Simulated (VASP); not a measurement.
Here is a VASP 6.6.1 calculation.

File INCAR:

```
ALGO     = Normal         # electronic algorithm
EDIFF    = 1E-6           # SCF threshold, eV
EDIFFG   = -0.01          # ionic threshold
ENCUT    = 600            # plane-wave cutoff, eV
GGA      = PS             # functional
IBRION   = 2              # ionic algorithm
ISIF     = 3              # what is computed and relaxed
ISMEAR   = 0              # smearing method
LASPH    = T              # aspherical terms in the spheres
LCHARG   = F              # write CHGCAR
LREAL    = F              # projectors in reciprocal space
LWAVE    = F              # write WAVECAR
NELM     = 80             # most SCF steps
NSW      = 80             # ionic steps
PREC     = Accurate       # precision mode
SIGMA    = 0.02           # smearing width, eV
```

Contents of KPOINTS:

```
k-points
0
Gamma
  8 8 8
```

Contents of POSCAR:

```
Rh
1.0
    0.0000000000      1.8978500000      1.8978500000
    1.8978500000      0.0000000000      1.8978500000
    1.8978500000      1.8978500000      0.0000000000
Rh
1
Direct
    0.0000000000      0.0000000000      0.0000000000
```

Potentials or basis: VASP PAW PBE potentials, release 64 (Rh_pv).

The run is started by

```console
$ cat potpaw_PBE.64/Rh_pv/POTCAR > POTCAR
$ mpirun -np 1 vasp_std > vasp.out
```

(1) Predict the space group after relaxing (to 0.1 Å).

(2) Predict the relaxed volume.

(3) Estimate the band gap on the k mesh.

(4) Predict the relaxed cell.

## Answers

(1) Fm-3m (No. 225).

(2) 13.53 Å³/atom.

(3) zero (an odd number of electrons rules out a gap without spin polarisation).

(4) a = 2.675 Å, b = 2.675 Å, c = 2.675 Å, α = 60.00°, β = 60.00°, γ = 60.00°.

Caveat: the PAW data sets were made with another functional, which shifts forces and pressure a little.
